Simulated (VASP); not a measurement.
# Sn (Fd-3m) in VASP: further runs

Sn is run at these levels: PBEsol; tasks: single point, relaxation of cell and atoms.

All numbers are computed with VASP 6.6.1; they aren't measurements. Logs are shortened: lines on timing, memory, paths and dates and some standing lists are left out, and cuts for length are marked.

### 1 The cell of the first run

Symmetry: Fd-3m, No. 227, cubic system. The conventional cell has a = 6.542 Å, b = 6.542 Å, c = 6.542 Å, α = 90.00°, β = 90.00°, γ = 90.00°. Sn (site symmetry -43m) has 4 Sn at 2.83 Å within 3.7 Å.

This isn't the form of Sn at room conditions, which is tetragonal (white tin).

### 2 Single point, PBEsol

The input, INCAR:

```
SYSTEM = Sn
PREC = Accurate ; ENCUT = 520
EDIFF = 1E-6 ; ISMEAR = 1
SIGMA = 0.05 ; LREAL = .False.
LASPH = .True. ; NELM = 60
ALGO = Normal ; ISIF = 2
LWAVE = .False. ; LCHARG = .False.
GGA = PS ; NBANDS = 21
```

The input, KPOINTS:

```
regular mesh
0
Gamma
  13 13 13
  0 0 0
```

The input, POSCAR:

```
Sn
1.0
    0.0000000000      3.2712177800      3.2712177800
    3.2712177800      0.0000000000      3.2712177800
    3.2712177800      3.2712177800      0.0000000000
Sn
2
Direct
    0.0000000000      0.0000000000      0.0000000000
    0.2500000000      0.2500000000      0.2500000000
```

Potentials or basis: VASP PAW PBE potentials, release 64 (Sn_d).

Started as:

```console
$ cat potpaw_PBE.64/Sn_d/POTCAR > POTCAR
$ mpirun -np 1 vasp_std > vasp.out
```

OUTCAR:

```text
SYSTEM = Sn
   PREC = Accurate
   ENCUT = 520
   EDIFF = 1E-6
   ISMEAR = 1
   LREAL = .False.
   LASPH = .True.
   NELM = 60
   ISIF = 2
   GGA = PS

 ion  position               nearest neighbor table
   1  0.000  0.000  0.000-   2 2.83   2 2.83   2 2.83   2 2.83
   2  0.250  0.250  0.250-   1 2.83   1 2.83   1 2.83   1 2.83

  LATTYP: Found a face centered cubic cell.
 ALAT       =     6.5424355600

  Lattice vectors:

 A1 = (   0.0000000000,   3.2712177800,   3.2712177800)
 A2 = (   3.2712177800,   0.0000000000,   3.2712177800)
 A3 = (   3.2712177800,   3.2712177800,   0.0000000000)

Analysis of symmetry for initial positions (statically):
=====================================================================
 Subroutine PRICEL returns:
 Original cell was already a primitive cell.

 Routine SETGRP: Setting up the symmetry group for a
 face centered cubic supercell.

 Subroutine GETGRP returns: Found 48 space group operations
 (whereof 24 operations were pure point group operations)
 out of a pool of 48 trial point group operations.

The static configuration has the point symmetry T_d .
 The point group associated with its full space group is O_h .

Analysis of symmetry for dynamics (positions and initial velocities):
=====================================================================
 Subroutine PRICEL returns:
 Original cell was already a primitive cell.

 Routine SETGRP: Setting up the symmetry group for a
 face centered cubic supercell.

 Subroutine GETGRP returns: Found 48 space group operations
 (whereof 24 operations were pure point group operations)
 out of a pool of 48 trial point group operations.

The dynamic configuration has the point symmetry T_d .
 The point group associated with its full space group is O_h .

 Subroutine INISYM returns: Found 48 space group operations
 (whereof 24 operations are pure point group operations),
 and found     1 'primitive' translations

----------------------------------------------------------------------------------------

                                     Primitive cell

  volume of cell :      70.0097

  direct lattice vectors                    reciprocal lattice vectors
     0.000000000  3.271217780  3.271217780    -0.152848277  0.152848277  0.152848277
     3.271217780  0.000000000  3.271217780     0.152848277 -0.152848277  0.152848277
     3.271217780  3.271217780  0.000000000     0.152848277  0.152848277 -0.152848277

  length of vectors
     4.626200550  4.626200550  4.626200550     0.264740981  0.264740981  0.264740981

  position of ions in fractional coordinates (direct lattice)
     0.000000000  0.000000000  0.000000000
     0.250000000  0.250000000  0.250000000

  ion indices of the primitive-cell ions
   primitive index   ion index
                 1           1
                 2           2

----------------------------------------------------------------------------------------

 KPOINTS: regular mesh

Automatic generation of k-mesh.
 Grid dimensions read from file:
 generate k-points for:   13   13   13

 Generating k-lattice:

  Cartesian coordinates                     Fractional coordinates (reciprocal lattice)
    -0.011757560  0.011757560  0.011757560     0.076923077  0.000000000  0.000000000
     0.011757560 -0.011757560  0.011757560     0.000000000  0.076923077  0.000000000
     0.011757560  0.011757560 -0.011757560     0.000000000  0.000000000  0.076923077

  Length of vectors
     0.020364691  0.020364691  0.020364691

  Shift w.r.t. Gamma in fractional coordinates (k-lattice)
     0.000000000  0.000000000  0.000000000

 Subroutine IBZKPT returns following result:
 ===========================================

 Found     84 irreducible k-points:

 Following reciprocal coordinates:
            Coordinates               Weight
  0.000000  0.000000  0.000000      1.000000
  0.076923  0.000000  0.000000      8.000000
  0.153846  0.000000  0.000000      8.000000
  0.230769  0.000000  0.000000      8.000000
  0.307692  0.000000  0.000000      8.000000
  0.384615  0.000000  0.000000      8.000000
[... 16 lines left out ...]
  0.384615  0.153846  0.000000     24.000000
  0.461538  0.153846  0.000000     24.000000
 [... further k-points ...]
   k-points           NKPTS =     84   k-points in BZ     NKDIM =     84   number of bands    NBANDS=     21
   number of dos      NEDOS =    301   number of ions     NIONS =      2
   total plane-waves  NPLWV =  46656
   dimension x,y,z NGX =    36 NGY =   36 NGZ =   36
   dimension x,y,z NGXF=    72 NGYF=   72 NGZF=   72
   ions per type =               2
   NGX,Y,Z   is equivalent  to a cutoff of  12.94, 12.94, 12.94 a.u.
   NGXF,Y,Z  is equivalent  to a cutoff of  25.87, 25.87, 25.87 a.u.
 SYSTEM =  Sn
   PREC   = accura    normal or accurate (medium, high low for compatibility)
   ISTART =      0    job   : 0-new  1-cont  2-samecut
   ICHARG =      2    charge: 1-file 2-atom 10-const
   ISPIN  =      1    spin polarized calculation?
   LNONCOLLINEAR =      F non collinear calculations
   LSORBIT =      F    spin-orbit coupling
   LASPH  =      T    aspherical Exc in radial PAW
   ENCUT  =  520.0 eV  38.22 Ry    6.18 a.u.   8.60  8.60  8.60*2*pi/ulx,y,z
   NELM   =     60;   NELMIN=  2; NELMDL= -5     # of ELM steps
   EDIFF  = 0.1E-05   stopping-criterion for ELM
   LREAL  =      F    real-space projection
   EDIFFG = 0.1E-04   stopping-criterion for IOM
   NSW    =      0    number of steps for IOM
   IBRION =     -1    ionic relax: 0-MD 1-quasi-New 2-CG
   NFREE  =      0    steps in history (QN), initial steepest desc. (CG)
   ISIF   =      2    stress and relaxation
   ISYM   =      2    0-nonsym 1-usesym 2-fastsym
   POTIM  = 0.5000    time-step for ionic-motion
   TEBEG  =    0.0;   TEEND  =   0.0 temperature during run
   PSTRESS=    0.0 pullay stress
   NELECT =      28.0000    total number of electrons
   NUPDOWN=      -1.0000    fix difference up-down
   EMIN   =  10.00;   EMAX   =-10.00  energy-range for DOS
   EFERMI =   0.00;   METHOD = LEGACY
   ISMEAR =     1;   SIGMA  =   0.05  broadening in eV -4-tet -1-fermi 0-gaus
   EFERMI_NEDOS =   21; number of points for ismear=-14 and -15
   IALGO  =     38    algorithm
   IMIX   =      4    mixing-type and parameters
     AMIX     =   0.40;   BMIX     =  1.00
     AMIX_MAG =   1.60;   BMIX_MAG =  1.00
  volume/ion in A,a.u.               =      35.00       236.22
  Fermi-wavevector in a.u.,A,eV,Ry     =   1.206169  2.279328 19.794340  1.454843
  Thomas-Fermi vector in A             =   2.341844
   LORBIT       =      0    0 simple, 1 ext, 2 COOP (PROOUT), +10 PAW based schemes
   GGA     = PS    functional components
   LHFCALC =     F    Hartree Fock is set to
   AEXX    =    0.0000 exact exchange contribution
   IVDW    =     0    specifies the selected vdW correction
   LEPSILON=     F    determine dielectric tensor
   LRPA    =     F    only Hartree local field effects (RPA)
 non-spin polarized calculation
 Methfessel and Paxton  Order N= 1 SIGMA  =   0.05
  energy-cutoff  :      520.00
  volume of cell :       70.01
 maximum number of plane-waves:      1906
   NGX = 17   NGY = 17   NGZ = 17

 number of electron      27.9999986 magnetization

 Free energy of the ion-electron system (eV)
  ---------------------------------------------------
  ext. energy  EPLUGINS =         0.00000000
  ---------------------------------------------------
  free energy    TOTEN  =        -8.46540906 eV

  energy without entropy =       -8.46521406  energy(sigma->0) =       -8.46534406

 E-fermi :   5.2088     XC(G=0):  -8.9603

 val. band max:        5.2024201764   @ k =   0.0769   0.0000   0.0000
 cond. band min:       5.2092745221   @ k =   0.3846   0.0000   0.0000
 fundamental gap:      0.0068543457
 Fermi energy:         5.2088015055

 k-point     1 :       0.0000    0.0000    0.0000
  band No.  band energies     occupation
      1     -16.3189      2.00000
      2     -16.3189      2.00000
      3     -16.3189      2.00000
      4     -16.2617      2.00000
      5     -16.2617      2.00000
      6     -15.9695      2.00000
[... 13 lines left out ...]
     20      13.1459      0.00000
     21      13.1459      0.00000

 k-point     2 :       0.0769    0.0000    0.0000
  band No.  band energies     occupation
      1     -16.3234      2.00000
      2     -16.3234      2.00000
      3     -16.3174      2.00000
      4     -16.2555      2.00000
      5     -16.2555      2.00000
      6     -15.9818      2.00000
[... 13 lines left out ...]
     20      12.5836      0.00000
     21      12.5836      0.00000

 k-point     3 :       0.1538    0.0000    0.0000
  band No.  band energies     occupation
      1     -16.3325      2.00000
      2     -16.3325      2.00000
      3     -16.3135      2.00000
      4     -16.2420      2.00000
      5     -16.2420      2.00000
      6     -15.9966      2.00000
[... 13 lines left out ...]
     20      12.1350      0.00000
     21      12.1350      0.00000

 k-point     4 :       0.2308    0.0000    0.0000
  band No.  band energies     occupation
      1     -16.3411      2.00000
      2     -16.3411      2.00000
      3     -16.3079      2.00000
      4     -16.2277      2.00000
      5     -16.2277      2.00000
      6     -16.0094      2.00000
[... 13 lines left out ...]
     20      12.0213      0.00000
     21      12.0213      0.00000

 k-point     5 :       0.3077    0.0000    0.0000
  band No.  band energies     occupation
      1     -16.3474      2.00000
      2     -16.3474      2.00000
      3     -16.3017      2.00000
      4     -16.2160      2.00000
      5     -16.2160      2.00000
      6     -16.0190      2.00000
[... 13 lines left out ...]
     20      12.3117      0.00000
     21      12.3117      0.00000
[... 382 lines left out ...]
     20      12.1288      0.00000
     21      13.2547      0.00000

 k-point    22 :       0.3077    0.1538    0.0000
  band No.  band energies     occupation
      1     -16.3547      2.00000
      2     -16.3445      2.00000
      3     -16.3052      2.00000
      4     -16.2195      2.00000
      5     -16.1876      2.00000
      6     -16.0691      2.00000
[... 13 lines left out ...]
     20      12.6075      0.00000
     21      13.3023      0.00000

 k-point    23 :       0.3846    0.1538    0.0000
  band No.  band energies     occupation
      1     -16.3646      2.00000
      2     -16.3507      2.00000
      3     -16.2899      2.00000
      4     -16.2065      2.00000
      5     -16.1788      2.00000
      6     -16.0754      2.00000
[... 13 lines left out ...]
     20      12.9231      0.00000
     21      13.7315      0.00000

 k-point    24 :       0.4615    0.1538    0.0000
  band No.  band energies     occupation
      1     -16.3711      2.00000
      2     -16.3555      2.00000
      3     -16.2758      2.00000
      4     -16.1949      2.00000
      5     -16.1785      2.00000
      6     -16.0720      2.00000
[... 13 lines left out ...]
     20      13.9636      0.00000
     21      14.2509      0.00000

 [... further k-points ...]
[... 5 lines left out ...]
  --------------------------------------------------------------------------------------
  -------------------------------------------------------------------------------------
  Total       -0.0489795     -0.0489795     -0.0489795      0.0000000      0.0000000      0.0000000
  in kB       -1.1208996     -1.1208996     -1.1208996      0.0000000      0.0000000      0.0000000
  external PRESSURE =      -1.1208996 kB  Pullay stress =       0.0000000 kB

 VOLUME and BASIS-vectors are now :
 -----------------------------------------------------------------------------
  energy-cutoff  :      520.00
  volume of cell :       70.01
      direct lattice vectors                 reciprocal lattice vectors
     0.000000000  3.271217780  3.271217780    -0.152848277  0.152848277  0.152848277
     3.271217780  0.000000000  3.271217780     0.152848277 -0.152848277  0.152848277
     3.271217780  3.271217780  0.000000000     0.152848277  0.152848277 -0.152848277

 POSITION                                       TOTAL-FORCE (eV/Angst)
 -----------------------------------------------------------------------------------
      0.00000      0.00000      0.00000        -0.000000      0.000000      0.000000
      1.63561      1.63561      1.63561         0.000000     -0.000000     -0.000000
 -----------------------------------------------------------------------------------
    total drift:                                0.000000      0.000000      0.000000

  FREE ENERGIE OF THE ION-ELECTRON SYSTEM (eV)
  ---------------------------------------------------
  free  energy   TOTEN  =        -8.4654090587 eV

  energy  without entropy=       -8.4652140585  energy(sigma->0) =       -8.46534406
```

Run time: 84 s. Hardware: 1 thread of Intel Xeon 8259CL, shared host; peak memory 0.26 GiB.

Results:

* Free energy: -8.4654 eV
* Pressure: -0.1 GPa
* Band gap on the k mesh: zero (bands 14 and 15 overlap by 0.19 eV)

Levels at points of the mesh, in eV from the Fermi level:
```csv
k point,band 11,band 12,band 13,band 14,band 15,band 16,band 17,band 18
"(0.00, 0.00, 0.00)",-10.44,-0.84,0.11,0.11,0.11,2.17,2.17,2.17
```

Caveat: the PAW data sets were made with another functional, which shifts forces and pressure a little; spin-orbit coupling is left out, which moves the levels of the heavy elements.

### 3 Relaxation of cell and atoms, PBEsol

This run uses another cell than the first one, of 33.80 Å³/atom.

The input, INCAR:

```
PREC = Accurate
ENCUT = 600
EDIFF = 1E-7
ISMEAR = 1
SIGMA = 0.05
LREAL = False
LASPH = True
NELM = 60
ALGO = Normal
ISIF = 3
LWAVE = False
LCHARG = False
GGA = PS
IBRION = 2
NSW = 80
EDIFFG = -0.01
```

The input, KPOINTS:

```
regular mesh
0
Gamma
  13 13 13
```

The input, POSCAR:

```
Sn
1.0
    0.0000000000      3.2333430000      3.2333430000
    3.2333430000      0.0000000000      3.2333430000
    3.2333430000      3.2333430000      0.0000000000
Sn
2
Direct
    0.0000000000      0.0000000000      0.0000000000
    0.2500000000      0.2500000000      0.2500000000
```

Potentials or basis: VASP PAW PBE potentials, release 64 (Sn_d).

Started as:

```console
$ cat potpaw_PBE.64/Sn_d/POTCAR > POTCAR
$ mpirun -np 1 vasp_std > vasp.out
```

Run time: 6.5 min. Hardware: 1 thread of Intel Xeon 8259CL, shared host; peak memory 0.31 GiB.

It converged, with:

| Quantity | Value |
| --- | --- |
| Free energy | -8.4657 eV |
| Relaxed volume | 34.94 Å³/atom |
| Relaxed cell | a = 4.623 Å, b = 4.623 Å, c = 4.623 Å, α = 60.00°, β = 60.00°, γ = 60.00° |
| Space group after relaxing (to 0.1 Å) | Fd-3m (No. 227) |
| Energy gained by relaxing | 5.1 meV/atom |
| Ionic steps | 3 |
| Pressure after relaxing | 0.0 GPa |
| Band gap on the k mesh | zero (bands 14 and 15 overlap by 0.18 eV) |

Step by step:
| step | energy change (eV) | largest force (eV/Å) | pressure (GPa) | volume (Å³) |
| --- | --- | --- | --- | --- |
| 1 | 0.0000 | 0.0000 | 1.48 | 67.61 |
| 2 | -0.0089 | 0.0000 | -0.47 | 70.71 |
| 3 | -0.0102 | 0.0000 | -0.01 | 69.87 |

Final structure:
```cif
data_structure
_symmetry_space_group_name_H-M 'P 1'
_symmetry_Int_Tables_number 1
_cell_length_a 4.6232
_cell_length_b 4.6232
_cell_length_c 4.6232
_cell_angle_alpha 60.000
_cell_angle_beta 60.000
_cell_angle_gamma 60.000
_cell_volume 69.87
loop_
_atom_site_label
_atom_site_type_symbol
_atom_site_fract_x
_atom_site_fract_y
_atom_site_fract_z
_atom_site_occupancy
Sn1 Sn 0.00000 0.00000 0.00000 1
Sn2 Sn 0.25000 0.25000 0.25000 1
```

Levels at points of the mesh, in eV from the Fermi level:
```csv
k point,band 12,band 13,band 14,band 15,band 16,band 17
"(0.00, 0.00, 0.00)",-0.82,0.11,0.11,0.11,2.17,2.17
```

Caveat: the PAW data sets were made with another functional, which shifts forces and pressure a little; spin-orbit coupling is left out, which moves the levels of the heavy elements. Zero-point motion and thermal expansion aren't in these numbers.
